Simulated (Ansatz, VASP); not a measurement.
# Two plane-wave programs on Mg2Sn

```
Sn Mg
1.0
     0.00000    3.37994    3.37994
     3.37994    0.00000    3.37994
     3.37994    3.37994    0.00000
Sn Mg
1 2
Direct
  0.00000 0.00000 0.00000
  0.25000 0.25000 0.25000
  0.75000 0.75000 0.75000
```

Alike in both runs: task single point; functional r2SCAN; k mesh 6 × 6 × 6; occupations fermi-dirac, width 0.02 eV; no spin polarisation.

```csv
,VASP,Ansatz
version,VASP 6.6.1,Ansatz 0.2.0
potentials or method,"VASP PAW PBE potentials, release 64 (Sn_d, Mg)","plane waves, PAW"
plane-wave cutoff (eV),660,500
valence electrons in the cell,18,34
```

VASP gave:

```
pressure (GPa) : -0.2
```

Q: Which values does Ansatz return?

A: Pressure (GPa): 0.0.

VASP's potentials were made for PBE, not for r2SCAN. The functional is the same, so the differences come from potentials, cutoffs and numerics. VASP's potentials hold 18 valence electrons a cell and Ansatz's 34, so a difference there can come from the potentials and not from the codes.
